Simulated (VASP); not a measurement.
Here is a VASP 6.6.1 calculation.

File INCAR:

```
SYSTEM = C
ALGO = Normal
EDIFF = 1E-7
ENCUT = 520
GGA = PE
ISIF = 2
ISMEAR = 0
IVDW = 12
LASPH = .True.
LCHARG = .False.
LREAL = .False.
LWAVE = .False.
NBANDS = 31
NELM = 80
PREC = Accurate
SIGMA = 0.05
```

File KPOINTS:

```
k-points
0
Gamma
  7 11 3
  0 0 0
```

The input POSCAR:

```
C
1.0
    0.0000000000      1.4231666446     -3.3613878322
   -2.4649969361      0.0000000000      0.0000000000
    2.2595805248      9.8435692920      1.9608095688
C
10
Direct
    0.2057522144      0.3944183813      0.8666382341
    0.7390855477      0.6610850479      0.0666382341
    0.8557522144      0.3444183813      0.2666382341
   -0.0275811189      1.0277517146      0.4666382341
    0.0890855477      0.7110850479      0.6666382341
    0.7775811189      0.2222482854      0.1333617659
   -0.1057522144      0.9055816187      0.3333617659
    0.0109144523      0.5889149521      0.5333617659
    0.1275811189      1.2722482854      0.7333617659
    0.2442477856      0.9555816187      0.9333617659
```

Potentials or basis: VASP PAW PBE potentials, release 64 (C).

Command:

```bash
$ cat potpaw_PBE.64/C/POTCAR > POTCAR
$ mpirun -np 1 vasp_std > vasp.out
```

What does it give for the band gap on the k mesh?

Zero (band 20 reaches 4.75 eV, above the bottom of band 21 at 4.19 eV).

What does it give for the pressure?

0.4 GPa.

Predict the largest force.

2.063 eV/Å.

Predict the dispersion energy per atom.

-0.162 eV.

Stress tensor (GPa, compression positive):
```
-1.09 -3.66 -3.03
-3.66  2.75  3.16
-3.03  3.16 -0.36
```

Caveat: pairwise dispersion overbinds metals, which lowers pressure and volume; forces of over 1 eV/Å act on the atoms, so gaps and moduli don't describe the material at rest.
